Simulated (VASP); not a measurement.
Set up this calculation in VASP 6.6.1, as the native input.

| Item | Value |
| --- | --- |
| Task | relaxation of cell and atoms |
| Functional | PBE |
| Potentials or basis | VASP PAW PBE potentials, release 64 (Si, Cu) |
| Cutoff | 600 eV |
| k mesh | 8 × 8 × 8 |
| Occupations | gaussian, width 0.1 eV |
| Spin | no spin polarisation |
| Dipole correction | no |
| Further INCAR settings | ALGO = Normal; EDIFF = 1e-06; IBRION = 2; EDIFFG = -0.01; NSW = 100; ISIF = 3 |

The structure of Cu4Si3 lies in POSCAR:

```
Cu4Si3
1.0
    4.7964438970      0.0000000000      0.0000000000
    0.0000000000      4.7964438970      0.0000000000
    0.0000000000      0.0000000000      4.7964438970
Si Cu
3 4
Direct
    0.0000000000      0.0000000000      0.5000000000
    0.5000000000      0.0000000000      0.0000000000
    0.0000000000      0.5000000000      0.0000000000
    0.6837538515      0.3162461485      0.3162461485
    0.3162461485      0.6837538515      0.3162461485
    0.3162461485      0.3162461485      0.6837538515
    0.6837538515      0.6837538515      0.6837538515
```

The cell was generated, and may not be a known phase.

These files were run (other wordings do the same):

INCAR

```
SYSTEM = Cu4Si3
PREC = Accurate ; ENCUT = 600
EDIFF = 1E-6 ; ISMEAR = 0
SIGMA = 0.1 ; LREAL = .False.
LASPH = .True. ; NELM = 100
ALGO = Normal ; ISIF = 3
LWAVE = .False. ; LCHARG = .False.
GGA = PE ; IBRION = 2
NSW = 100 ; EDIFFG = -0.01
```

KPOINTS

```
regular mesh
0
Gamma
  8 8 8
  0 0 0
```

Potentials or basis: VASP PAW PBE potentials, release 64 (Si, Cu).

Command:

```console
$ cat potpaw_PBE.64/Si/POTCAR potpaw_PBE.64/Cu/POTCAR > POTCAR
$ mpirun -np 1 vasp_std > vasp.out
```

It gave:

The relaxed volume is 15.83 Å³/atom. The relaxed cell is a = 4.803 Å, b = 4.803 Å, c = 4.803 Å, α = 90.00°, β = 90.00°, γ = 90.00°, the space group after relaxing (to 0.1 Å) is P-43m (No. 215) and the energy gained by relaxing is 0.1 meV/atom. The ionic steps are 13, the pressure after relaxing is -0.1 GPa and the largest force after relaxing is 0.006 eV/Å. The band gap on the k mesh is zero (bands 28 and 29 overlap by 1.52 eV).

Run time: 7.2 min on 1 thread of Intel(R) Xeon(R) 6975P-C (Granite Rapids), on a shared host, peak memory 0.32 GiB.
